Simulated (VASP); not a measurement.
# Ta3Cr (Fm-3m) in VASP: a series of runs, part 2 of 2

VASP 6.6.1. Earlier steps stand in the parts before.

**3. Relaxation of cell and atoms, PBE**

This run uses another cell than the first one, of 16.51 Å³/atom.

Contents of INCAR:

```
ALGO     = Fast           # electronic algorithm
EDIFF    = 1E-7           # SCF threshold, eV
EDIFFG   = -0.01          # ionic threshold
ENCUT    = 600            # plane-wave cutoff, eV
GGA      = PE             # functional
IBRION   = 2              # ionic algorithm
ISIF     = 3              # what is computed and relaxed
ISMEAR   = 0              # smearing method
LASPH    = T              # aspherical terms in the spheres
LCHARG   = F              # write CHGCAR
LREAL    = F              # projectors in reciprocal space
LWAVE    = F              # write WAVECAR
NELM     = 80             # most SCF steps
NSW      = 100            # ionic steps
PREC     = Accurate       # precision mode
SIGMA    = 0.1            # smearing width, eV
```

Contents of KPOINTS:

```
k-points
0
Gamma
  12 12 12
```

Contents of POSCAR:

```
Ta3Cr
1.0
    0.0000000000      3.2084458077      3.2084458077
    3.2084458077      0.0000000000      3.2084458077
    3.2084458077      3.2084458077      0.0000000000
Ta Cr
3 1
Direct
    0.2500000000      0.2500000000      0.2500000000
    0.7500000000      0.7500000000      0.7500000000
    0.5000000000      0.5000000000      0.5000000000
    0.0000000000      0.0000000000      0.0000000000
```

Potentials or basis: VASP PAW PBE potentials, release 64 (Ta_pv, Cr_pv).

The run is started by

```bash
$ cat potpaw_PBE.64/Ta_pv/POTCAR potpaw_PBE.64/Cr_pv/POTCAR > POTCAR
$ mpirun -np 1 vasp_std > vasp.out
```

OUTCAR:

```text
EDIFF = 1E-7
   EDIFFG = -0.01
   ENCUT = 600
   GGA = PE
   IBRION = 2
   ISIF = 3
   ISMEAR = 0
   LASPH = T
   LREAL = F
   NELM = 80
   NSW = 100
   PREC = Accurate

 ion  position               nearest neighbor table
   1  0.250  0.250  0.250-   4 2.78   4 2.78   4 2.78   3 2.78   3 2.78   3 2.78   4 2.78   3 2.78
                             2 3.21   2 3.21   2 3.21   2 3.21   2 3.21   2 3.21
   2  0.750  0.750  0.750-   3 2.78   3 2.78   3 2.78   4 2.78   4 2.78   4 2.78   4 2.78   3 2.78
                             1 3.21   1 3.21   1 3.21   1 3.21   1 3.21   1 3.21
   3  0.500  0.500  0.500-   1 2.78   1 2.78   1 2.78   2 2.78   2 2.78   2 2.78   2 2.78   1 2.78
                             4 3.21   4 3.21   4 3.21   4 3.21   4 3.21   4 3.21
   4  0.000  0.000  0.000-   2 2.78   2 2.78   2 2.78   1 2.78   1 2.78   1 2.78   2 2.78   1 2.78
                             3 3.21   3 3.21   3 3.21   3 3.21   3 3.21   3 3.21

  LATTYP: Found a face centered cubic cell.
 ALAT       =     6.4168916154

  Lattice vectors:

 A1 = (   0.0000000000,   3.2084458077,   3.2084458077)
 A2 = (   3.2084458077,   0.0000000000,   3.2084458077)
 A3 = (   3.2084458077,   3.2084458077,   0.0000000000)

Analysis of symmetry for initial positions (statically):
=====================================================================
 Subroutine PRICEL returns:
 Original cell was already a primitive cell.

 Routine SETGRP: Setting up the symmetry group for a
 face centered cubic supercell.

 Subroutine GETGRP returns: Found 48 space group operations
 (whereof 48 operations were pure point group operations)
 out of a pool of 48 trial point group operations.

The static configuration has the point symmetry O_h .

Analysis of symmetry for dynamics (positions and initial velocities):
=====================================================================
 Subroutine PRICEL returns:
 Original cell was already a primitive cell.

 Routine SETGRP: Setting up the symmetry group for a
 face centered cubic supercell.

[... 137 lines left out ...]
   LEPSILON=     F    determine dielectric tensor
   LRPA    =     F    only Hartree local field effects (RPA)
 conjugate gradient relaxation of ions
 non-spin polarized calculation
 RMM-DIIS sequential band-by-band and
 Gauss-broadening in eV      SIGMA  =   0.10
  energy-cutoff  :      600.00
  volume of cell :       66.06
 maximum number of plane-waves:      2229
   NGX = 19   NGY = 19   NGZ = 19

--------------------------------------- Ionic step        1  -------------------------------------------

 number of electron      44.9999999 magnetization

 Free energy of the ion-electron system (eV)
  ---------------------------------------------------
  ext. energy  EPLUGINS =         0.00000000
  ---------------------------------------------------
  free energy    TOTEN  =       -44.65063103 eV

  energy without entropy =      -44.62629291  energy(sigma->0) =      -44.63846197

------------------------ aborting loop because EDIFF is reached ----------------------------------------

  FORCE on cell =-STRESS in cart. coord.  units (eV):
  Direction    XX          YY          ZZ          XY          YZ          ZX
  --------------------------------------------------------------------------------------
  -------------------------------------------------------------------------------------
  Total        0.6179860      0.6179860      0.6179860      0.0000000     -0.0000000     -0.0000000
  in kB       14.9890837     14.9890837     14.9890837      0.0000000     -0.0000000     -0.0000000
  external PRESSURE =      14.9890837 kB  Pullay stress =       0.0000000 kB
[... 63 lines left out ...]
--------------------------------------- Ionic step        3  -------------------------------------------

 number of electron      45.0000001 magnetization

 Free energy of the ion-electron system (eV)
  ---------------------------------------------------
  ext. energy  EPLUGINS =         0.00000000
  ---------------------------------------------------
  free energy    TOTEN  =       -44.65287918 eV

  energy without entropy =      -44.62848554  energy(sigma->0) =      -44.64068236

 E-fermi :   6.2226     XC(G=0): -12.7242

 val. band max:        6.2212185611   @ k =   0.3333   0.2500   0.0000
 cond. band min:       6.2296999366   @ k =  -0.1667   0.0833   0.0000
 fundamental gap:      0.0084813754
 Fermi energy:         6.2226306911

 k-point     1 :       0.0000    0.0000    0.0000
  band No.  band energies     occupation
      1     -36.3188      2.00000
      2     -36.3188      2.00000
      3     -36.3188      2.00000
      4     -27.6286      2.00000
      5     -27.6286      2.00000
      6     -27.6286      2.00000
[... 709 lines left out ...]
     26       8.3057      0.00000
     27       8.6101      0.00000

 [... further k-points ...]

------------------------ aborting loop because EDIFF is reached ----------------------------------------

  FORCE on cell =-STRESS in cart. coord.  units (eV):
  Direction    XX          YY          ZZ          XY          YZ          ZX
  --------------------------------------------------------------------------------------
  -------------------------------------------------------------------------------------
  Total       -0.0046046     -0.0046046     -0.0046046     -0.0000000      0.0000000     -0.0000000
  in kB       -0.1108619     -0.1108619     -0.1108619     -0.0000000      0.0000000     -0.0000000
  external PRESSURE =      -0.1108619 kB  Pullay stress =       0.0000000 kB
[... 19 lines left out ...]
  FREE ENERGIE OF THE ION-ELECTRON SYSTEM (eV)
  ---------------------------------------------------
  free  energy   TOTEN  =       -44.6528791771 eV

  energy  without entropy=      -44.6284855355  energy(sigma->0) =      -44.64068236

 reached required accuracy - stopping structural energy minimisation
```

OSZICAR:

```text
N       E                     dE             d eps       ncg     rms          rms(c)
DAV:   1     0.500766344404E+03    0.50077E+03   -0.27126E+04  3888   0.196E+03
DAV:   2    -0.199077160213E+02   -0.52067E+03   -0.51213E+03  3959   0.559E+02
DAV:   3    -0.480603782844E+02   -0.28153E+02   -0.26645E+02  5301   0.110E+02
DAV:   4    -0.488901730895E+02   -0.82979E+00   -0.81595E+00  4554   0.169E+01
[... 43 lines left out ...]
RMM:   9    -0.446528817244E+02   -0.23868E-05   -0.11651E-04  4892   0.526E-02    0.209E-02
RMM:  10    -0.446528828743E+02   -0.11499E-05   -0.30208E-05  4833   0.232E-02    0.197E-02
RMM:  11    -0.446528790047E+02    0.38696E-05   -0.15157E-05  4375   0.216E-02    0.372E-03
RMM:  12    -0.446528791717E+02   -0.16697E-06   -0.23425E-06  3737   0.795E-03    0.104E-03
RMM:  13    -0.446528791771E+02   -0.54633E-08   -0.47676E-07  2867   0.331E-03
   3 F= -.44652879E+02 E0= -.44640682E+02  d E =-.224815E-02
```

CONTCAR:

```text
Ta3Cr
   1.00000000000000
     0.0000000000000000    3.2163453073989099    3.2163453073989099
     3.2163453073989099   -0.0000000000000000    3.2163453073989099
     3.2163453073989099    3.2163453073989099    0.0000000000000000
  Ta              Cr
     3     1
Direct
     0.2500000000000000    0.2500000000000000    0.2500000000000000
     0.7500000000000000    0.7500000000000000    0.7500000000000000
     0.5000000000000000    0.5000000000000000    0.5000000000000000
     0.0000000000000000    0.0000000000000000    0.0000000000000000

  0.00000000E+00  0.00000000E+00  0.00000000E+00
  0.00000000E+00  0.00000000E+00  0.00000000E+00
  0.00000000E+00  0.00000000E+00  0.00000000E+00
  0.00000000E+00  0.00000000E+00  0.00000000E+00
```

Run time: 3.3 min. Hardware: 1 thread of Intel Xeon 6975P-C (Granite Rapids), shared host; peak memory 0.32 GiB.

Results:

* Free energy: -44.6529 eV
* Relaxed volume: 16.64 Å³/atom
* Relaxed cell: a = 4.549 Å, b = 4.549 Å, c = 4.549 Å, α = 60.00°, β = 60.00°, γ = 60.00°
* Space group after relaxing (to 0.1 Å): Fm-3m (No. 225)
* Energy gained by relaxing: 0.6 meV/atom
* Ionic steps: 3
* Pressure after relaxing: 0.0 GPa
* Band gap on the k mesh: zero (an odd number of electrons rules out a gap without spin polarisation)

Step by step:
```tsv
step	energy change (eV)	largest force (eV/Å)	pressure (GPa)	volume (Å³)
1	0.0000	0.0000	1.50	66.06
2	0.0070	0.0000	-2.95	67.54
3	-0.0022	0.0000	-0.01	66.55
```

Final structure:
```
Ta Cr
1.0
     0.00000    3.21635    3.21635
     3.21635    0.00000    3.21635
     3.21635    3.21635    0.00000
Ta Cr
3 1
Direct
  0.25000 0.25000 0.25000
  0.75000 0.75000 0.75000
  0.50000 0.50000 0.50000
  0.00000 0.00000 0.00000
```

Caveat: spin-orbit coupling is left out, which moves the levels of the heavy elements; the run has no spin polarisation, though such a crystal can be magnetic. Spin polarisation is off, so any magnetic state and its effect on volume and gap are missing.
